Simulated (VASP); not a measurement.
# NiO (Fm-3m) in VASP: settings compared

Aim: see how the results for NiO move with the level of theory and the settings. Levels: PBEsol, PBE+U, r2SCAN+U. Tasks: elastic constants, single point, relaxation of cell and atoms.

Everything below comes from runs of VASP 6.6.1. Logs are shortened: lines on timing, memory, paths and dates and some standing lists are left out, and cuts for length are marked.

## 1. The cell of the first run

It takes space group Fm-3m (No. 225, cubic). Conventional cell: a = 4.172 Å, b = 4.172 Å, c = 4.172 Å, α = 90.00°, β = 90.00°, γ = 90.00°. Within 2.8 Å of Ni (site symmetry m-3m) lie 6 O at 2.09 Å. O (site symmetry m-3m) has 6 Ni at 2.09 Å within 2.8 Å.

## 2. Elastic constants, PBEsol, collinear spin, ferromagnetic start

Input file INCAR:

```
SYSTEM = NiO
  PREC = Accurate
  ENCUT = 600
  EDIFF = 1E-8
  ISMEAR = -1
  SIGMA = 0.05
  LREAL = .FALSE.
  LASPH = .TRUE.
  NELM = 150
  ALGO = Normal
  ISIF = 3
  LWAVE = .FALSE.
  LCHARG = .FALSE.
  ISPIN = 2
  MAGMOM = 1 0
  LORBIT = 11
  LMAXMIX = 4
  GGA = PS
  NBANDS = 19
  IBRION = 6
  NFREE = 2
  POTIM = 0.015
  NSW = 1
```

Input file KPOINTS:

```
Automatic mesh
0
G
  9 9 9
  0 0 0
```

Input file POSCAR:

```
NiO
1.0
    0.0000000000      2.0859016414      2.0859016414
    2.0859016414      0.0000000000      2.0859016414
    2.0859016414      2.0859016414      0.0000000000
Ni O
1 1
Direct
    0.0000000000      0.0000000000      0.0000000000
    0.5000000000      0.5000000000      0.5000000000
```

Potentials or basis: VASP PAW PBE potentials, release 64 (Ni, O).

On the command line:

```
$ cat potpaw_PBE.64/Ni/POTCAR potpaw_PBE.64/O/POTCAR > POTCAR
$ mpirun -np 1 vasp_std > vasp.out
```

OUTCAR:

```text
SYSTEM = NiO
   PREC = Accurate
   ENCUT = 600
   EDIFF = 1E-8
   ISMEAR = -1
   LREAL = .FALSE.
   LASPH = .TRUE.
   NELM = 150
   ISIF = 3
   ISPIN = 2
   LORBIT = 11
   GGA = PS
   IBRION = 6
   NFREE = 2
   POTIM = 0.015
   NSW = 1

 ion  position               nearest neighbor table
   1  0.000  0.000  0.000-   2 2.09   2 2.09   2 2.09   2 2.09   2 2.09   2 2.09
   2  0.500  0.500  0.500-   1 2.09   1 2.09   1 2.09   1 2.09   1 2.09   1 2.09

  LATTYP: Found a face centered cubic cell.
 ALAT       =     4.1718032828

  Lattice vectors:

 A1 = (   0.0000000000,   2.0859016414,   2.0859016414)
 A2 = (   2.0859016414,   0.0000000000,   2.0859016414)
 A3 = (   2.0859016414,   2.0859016414,   0.0000000000)

Analysis of symmetry for initial positions (statically):
=====================================================================
 Subroutine PRICEL returns:
 Original cell was already a primitive cell.

 Routine SETGRP: Setting up the symmetry group for a
 face centered cubic supercell.

 Subroutine GETGRP returns: Found 48 space group operations
 (whereof 48 operations were pure point group operations)
 out of a pool of 48 trial point group operations.

The static configuration has the point symmetry O_h .

Analysis of symmetry for dynamics (positions and initial velocities):
=====================================================================
 Subroutine PRICEL returns:
 Original cell was already a primitive cell.

 Routine SETGRP: Setting up the symmetry group for a
 face centered cubic supercell.

 Subroutine GETGRP returns: Found 48 space group operations
 (whereof 48 operations were pure point group operations)
 out of a pool of 48 trial point group operations.

The dynamic configuration has the point symmetry O_h .

Analysis of structural, dynamic, and magnetic symmetry:
=====================================================================
 Subroutine PRICEL returns:
 Original cell was already a primitive cell.

[... 884 lines left out ...]
 [... further k-points ...]

 spin component 2

 k-point     1 :       0.0000    0.0000    0.0000
  band No.  band energies     occupation
      1     -12.4113      1.00000
      2       4.9295      1.00000
      3       4.9321      1.00000
      4       4.9321      1.00000
      5       6.0719      1.00000
      6       6.0757      1.00000
[... 548 lines left out ...]
  FREE ENERGIE OF THE ION-ELECTRON SYSTEM (eV)
  ---------------------------------------------------
  free  energy   TOTEN  =       -12.3855919458 eV

  energy  without entropy=      -12.3710235462  energy(sigma->0) =      -12.37830775

 INTERNAL STRAIN TENSORS FROM STRAINED CELLS
 ============================================

 INTERNAL STRAIN TENSOR FOR ION    1 for displacements in x,y,z  (eV/Angst):
          X           Y           Z          XY          YZ          ZX
  --------------------------------------------------------------------------------
  x     0.00000    -0.00000     0.00000     0.00000     0.00000     0.00000
  y    -0.00000     0.00000    -0.00000     0.00000    -0.00000     0.00000
  z     0.00000     0.00000    -0.00000    -0.00000    -0.00000     0.00000

 INTERNAL STRAIN TENSORS FROM DISPLACED ATOMS
 ============================================

 INTERNAL STRAIN TENSOR FOR ION    1 for displacements in x,y,z  (eV/Angst):
          X           Y           Z          XY          YZ          ZX
  --------------------------------------------------------------------------------
  x     0.00000     0.00000     0.00000     0.00000     0.00000     0.00000
  y     0.00000     0.00000     0.00000     0.00000     0.00000     0.00000
  z     0.00000     0.00000     0.00000     0.00000     0.00000     0.00000

 INTERNAL STRAIN TENSOR FOR ION    2 for displacements in x,y,z  (eV/Angst):
          X           Y           Z          XY          YZ          ZX
  --------------------------------------------------------------------------------
  x     0.00000     0.00000     0.00000     0.00000     0.00000     0.00000
  y     0.00000     0.00000     0.00000     0.00000     0.00000     0.00000
  z     0.00000     0.00000     0.00000     0.00000     0.00000     0.00000

 Eigenvectors and eigenvalues of the dynamical matrix
 ----------------------------------------------------

   1 f  =    8.611413 THz    54.107105 2PiTHz  287.245828 cm-1    35.613928 meV
             X         Y         Z           dx          dy          dz
      0.000000  0.000000  0.000000     0.000000    0.462820    0.000000
      2.085902  2.085902  2.085902     0.000000   -0.886452    0.000000
[... 21 lines left out ...]
   6 f/i=    0.000168 THz     0.001054 2PiTHz    0.005597 cm-1     0.000694 meV
             X         Y         Z           dx          dy          dz
      0.000000  0.000000  0.000000     0.000000    0.000000    0.886452
      2.085902  2.085902  2.085902     0.000000    0.000000    0.462820

--------------------------------------------------------------------------------------------------------

 ELASTIC MODULI CONTR FROM IONIC RELAXATION (kBar)
 Direction    XX          YY          ZZ          XY          YZ          ZX
 --------------------------------------------------------------------------------
 XX           0.0000      0.0000      0.0000      0.0000      0.0000      0.0000
 YY           0.0000      0.0000      0.0000      0.0000      0.0000      0.0000
 ZZ           0.0000      0.0000      0.0000      0.0000      0.0000      0.0000
 XY           0.0000      0.0000      0.0000      0.0000      0.0000      0.0000
 YZ           0.0000      0.0000      0.0000      0.0000      0.0000      0.0000
 ZX           0.0000      0.0000      0.0000      0.0000      0.0000      0.0000
 --------------------------------------------------------------------------------

 TOTAL ELASTIC MODULI (kBar)
 Direction    XX          YY          ZZ          XY          YZ          ZX
 --------------------------------------------------------------------------------
 XX        1910.4131   1370.6196   1370.6196      0.0000     -0.0000      0.0000
 YY        1370.6196   1910.4131   1370.6196     -0.0000      0.0000      0.0000
 ZZ        1370.6196   1370.6196   1910.4131      0.0000     -0.0000      0.0000
 XY           0.0000     -0.0000      0.0000    512.5965     -0.0000      0.0000
 YZ          -0.0000      0.0000     -0.0000     -0.0000    512.5965      0.0000
 ZX           0.0000      0.0000      0.0000      0.0000      0.0000    512.5965
 --------------------------------------------------------------------------------

 total charge

# of ion       s       p       d       tot
------------------------------------------
    1        0.333   0.404   8.309   9.046
    2        1.556   3.367   0.000   4.923
--------------------------------------------------
tot          1.889   3.771   8.309  13.969

 magnetization (x)

# of ion       s       p       d       tot
------------------------------------------
    1        0.010   0.012   0.941   0.963
    2        0.020   0.131   0.000   0.151
--------------------------------------------------
tot          0.030   0.143   0.941   1.115
```

OSZICAR:

```text
N       E                     dE             d eps       ncg     rms          rms(c)
DAV:   1     0.912876796015E+02    0.91288E+02   -0.76197E+03  2836   0.116E+03
DAV:   2    -0.854475190608E+01   -0.99832E+02   -0.86519E+02  2771   0.253E+02
DAV:   3    -0.144840762716E+02   -0.59393E+01   -0.56547E+01  3044   0.613E+01
[... 244 lines left out ...]
DAV:   5    -0.123855924396E+02   -0.24514E-05   -0.71345E-06  6955   0.319E-02    0.980E-03
DAV:   6    -0.123855918758E+02    0.56381E-06   -0.67207E-07  7959   0.133E-02    0.567E-03
DAV:   7    -0.123855919200E+02   -0.44154E-07   -0.42490E-07  7696   0.919E-03    0.154E-03
DAV:   8    -0.123855919478E+02   -0.27803E-07   -0.70101E-08  6196   0.236E-03    0.665E-04
DAV:   9    -0.123855919458E+02    0.20007E-08   -0.30400E-09  3161   0.455E-04
  17 F= -.12385592E+02 E0= -.12378308E+02  d E =-.145684E-01  mag=     1.1423
```

stdout:

```text
POSCAR found type information on POSCAR NiO
 POSCAR found :  2 types and       2 ions
 scaLAPACK will be used
 -----------------------------------------------------------------------------
|                                                                             |
|                                                                             |
|     You enforced a specific xc type in the INCAR file but a different       |
|     I HOPE YOU KNOW WHAT YOU ARE DOING!                                     |
[... 32 lines left out ...]
 Finite differences progress:
 bond charge predicted
 Finite differences progress:
 bond charge predicted
 Finite differences progress:
 bond charge predicted
 Finite differences progress:
 bond charge predicted
 Finite differences progress:
 bond charge predicted
 Finite differences progress:
 bond charge predicted
 Finite differences progress:
```

Wall time 15 min (1 thread of AMD EPYC 9R45 (Zen 5), shared host); peak memory 0.32 GiB.

What came out:

```
Net moment                                              : 1.14 μB per cell
Site moments                                            : Ni +0.96; O +0.15 μB
Valence electrons inside the program's atomic spheres   : Ni 9.05; O 4.92
Elastic constants C11, C12, C44                         : 191, 137, 51 GPa
Voigt bulk modulus                                      : 155 GPa
Highest phonon frequency at Γ, LO-TO splitting left out : 287 cm⁻¹
```

Phonon frequencies in cm⁻¹ (negative: imaginary):
| q point | frequencies |
| --- | --- |
| (0.000, 0.000, 0.000) | 0 0 0 287 287 287 |

Elastic tensor in Voigt notation (GPa, in the Cartesian axes of the cell as first typed):
```
191 137 137   0   0   0
137 191 137   0   0   0
137 137 191   0   0   0
  0   0   0  51   0   0
  0   0   0   0  51   0
  0   0   0   0   0  51
```

Clamped-ion elastic tensor (GPa):
```
191 137 137   0   0   0
137 191 137   0   0   0
137 137 191   0   0   0
  0   0   0  51   0   0
  0   0   0   0  51   0
  0   0   0   0   0  51
```

Caveat: the cell is under stress, which shifts elastic constants; the PAW data sets were made with another functional, which shifts forces and pressure a little; a cell with one magnetic atom can't hold antiferromagnetic order, which such compounds often take.

## 3. Single point, PBE+U, collinear spin, ferromagnetic start

This run uses another cell than the first one, of 9.71 Å³/atom.

Input file INCAR:

```
  PREC = Accurate
  ENCUT = 520
  EDIFF = 1E-7
  ISMEAR = -1
  SIGMA = 0.05
  LREAL = False
  LASPH = True
  NELM = 150
  ALGO = Normal
  ISIF = 2
  LWAVE = False
  LCHARG = True
  ISPIN = 2
  MAGMOM = 1 0
  LORBIT = 11
  LMAXMIX = 4
  LDAU = True
  LDAUTYPE = 2
  LDAUL = 2 -1
  LDAUU = 6 0
  LDAUJ = 0 0
  LDAUPRINT = 1
  GGA = PE
  LELF = True
  LVHAR = True
  NBANDS = 19
```

Input file KPOINTS:

```
Automatic mesh
0
Gamma
  11 11 11
```

Input file POSCAR:

```
NiO
1.0
    0.0000000000      2.1330667843      2.1330667843
    2.1330667843      0.0000000000      2.1330667843
    2.1330667843      2.1330667843      0.0000000000
Ni O
1 1
Direct
    0.0000000000      0.0000000000      0.0000000000
    0.5000000000      0.5000000000      0.5000000000
```

Potentials or basis: VASP PAW PBE potentials, release 64 (Ni, O).

On the command line:

```
$ cat potpaw_PBE.64/Ni/POTCAR potpaw_PBE.64/O/POTCAR > POTCAR
$ mpirun -np 1 vasp_std > vasp.out
```

It took 55 s on 1 thread of Intel Xeon 8259CL, shared host; peak memory 0.17 GiB.

The run converged. Its results:

```
Free energy                                           : -10.1708 eV
Pressure                                              : -7.9 GPa
Band gap on the k mesh                                : 2.36 eV (least direct gap 3.05 eV)
Net moment                                            : 2.00 μB per cell
Site moments                                          : Ni +1.82; O +0.17 μB
Valence electrons inside the program's atomic spheres : Ni 8.88; O 5.00
```

Levels at points of the mesh, in eV from the valence-band top:
Spin up:
| k point | band 7 | band 8 | band 9 | band 10 | band 11 | band 12 |
| --- | --- | --- | --- | --- | --- | --- |
| (0.00, 0.00, 0.00) | -1.20 | -1.20 | -1.20 | 2.36 | 17.64 | 17.64 |
Spin down:
| k point | band 4 | band 5 | band 6 | band 7 | band 8 | band 9 | band 10 | band 11 |
| --- | --- | --- | --- | --- | --- | --- | --- | --- |
| (0.00, 0.00, 0.00) | -3.84 | -0.86 | -0.86 | -0.86 | 2.54 | 2.54 | 2.71 | 17.89 |

Eigenvalues of the final occupation matrices:
```
    site  spin  trace               eigenvalues
site 1 d     1   5.00  0.98 0.98 0.98 1.03 1.03
site 1 d     2   3.20  0.13 0.13 0.98 0.98 0.98
```

Caveat: the cell stands under tension; an odd mesh through Γ misses points on the zone boundary, where band edges can lie; a cell with one magnetic atom can't hold antiferromagnetic order, which such compounds often take.

## 4. Single point, r2SCAN+U, collinear spin, ferromagnetic start

This run uses another cell than the first one, of 9.41 Å³/atom.

Input file POSCAR:

```
NiO
1.0
    0.0000000000      2.1113610877      2.1113610877
    2.1113610877      0.0000000000      2.1113610877
    2.1113610877      2.1113610877      0.0000000000
Ni O
1 1
Direct
    0.0000000000      0.0000000000      0.0000000000
    0.5000000000      0.5000000000      0.5000000000
```

Input file INCAR.step1:

```
SYSTEM = NiO
ALGO = Normal
EDIFF = 1E-4
ENCUT = 520
GGA = PE
ISMEAR = -1
ISPIN = 2
LASPH = .True.
LCHARG = .False.
LDAU = .True.
LDAUJ = 0 0
LDAUL = 2 -1
LDAUTYPE = 2
LDAUU = 6 0
LMAXMIX = 4
LREAL = .False.
LWAVE = .True.
MAGMOM = 1 0
NBANDS = 19
NELM = 150
PREC = Accurate
SIGMA = 0.05
```

Input file INCAR.step2:

```
SYSTEM = NiO
ALGO = Normal
EDIFF = 1E-7
ENCUT = 520
ISIF = 2
ISMEAR = -1
ISPIN = 2
ISTART = 1
LASPH = .True.
LCHARG = .False.
LDAU = .True.
LDAUJ = 0 0
LDAUL = 2 -1
LDAUPRINT = 1
LDAUTYPE = 2
LDAUU = 6 0
LMAXMIX = 4
LMIXTAU = .True.
LORBIT = 11
LREAL = .False.
LWAVE = .False.
MAGMOM = 1 0
METAGGA = R2SCAN
NBANDS = 19
NELM = 150
PREC = Accurate
SIGMA = 0.05
```

Input file KPOINTS:

```
k-points
0
Gamma
  11 11 11
  0 0 0
```

On the command line:

```
$ cat potpaw_PBE.64/Ni/POTCAR potpaw_PBE.64/O/POTCAR > POTCAR
$ cp INCAR.step1 INCAR
$ mpirun -np 1 vasp_std > vasp.out
$ cp INCAR.step2 INCAR
$ mpirun -np 1 vasp_std > vasp.out
```

Run time: 2.9 min. Hardware: 1 thread of Intel Xeon 8259CL, shared host; peak memory 0.18 GiB.

Results (log left out):

```yaml
Free_energy: -19.0696 eV
Pressure: -8.3 GPa
Band_gap_on_the_k_mesh: 3.19 eV (least direct gap 4.05 eV)
Net_moment: 2.00 μB per cell
Site_moments: Ni +1.88; O +0.13 μB
Valence_electrons_inside_the_program's_atomic_spheres: Ni 8.90; O 5.06
```

Levels at points of the mesh, in eV from the valence-band top:
Spin up:
```
           k point  band 6  band 7  band 8  band 9  band 10  band 11  band 12  band 13
(0.00, 0.00, 0.00)   -5.09   -1.21   -1.21   -1.21     3.19    18.57    18.57    18.57
```
Spin down:
| k point | band 3 | band 4 | band 5 | band 6 | band 7 | band 8 | band 9 | band 10 | band 11 | band 12 |
| --- | --- | --- | --- | --- | --- | --- | --- | --- | --- | --- |
| (0.00, 0.00, 0.00) | -4.14 | -4.14 | -0.86 | -0.86 | -0.86 | 3.66 | 4.06 | 4.07 | 18.94 | 18.94 |

Eigenvalues of the final occupation matrices:
| site | spin | trace | eigenvalues |
| --- | --- | --- | --- |
| site 1 d | 1 | 5.02 | 0.98 0.98 0.98 1.03 1.03 |
| site 1 d | 2 | 3.17 | 0.11 0.11 0.98 0.98 0.98 |

Caveat: the cell stands under tension; the PAW data sets were made with another functional, which shifts forces and pressure a little; an odd mesh through Γ misses points on the zone boundary, where band edges can lie; a cell with one magnetic atom can't hold antiferromagnetic order, which such compounds often take.

[end of part 1 of 2]
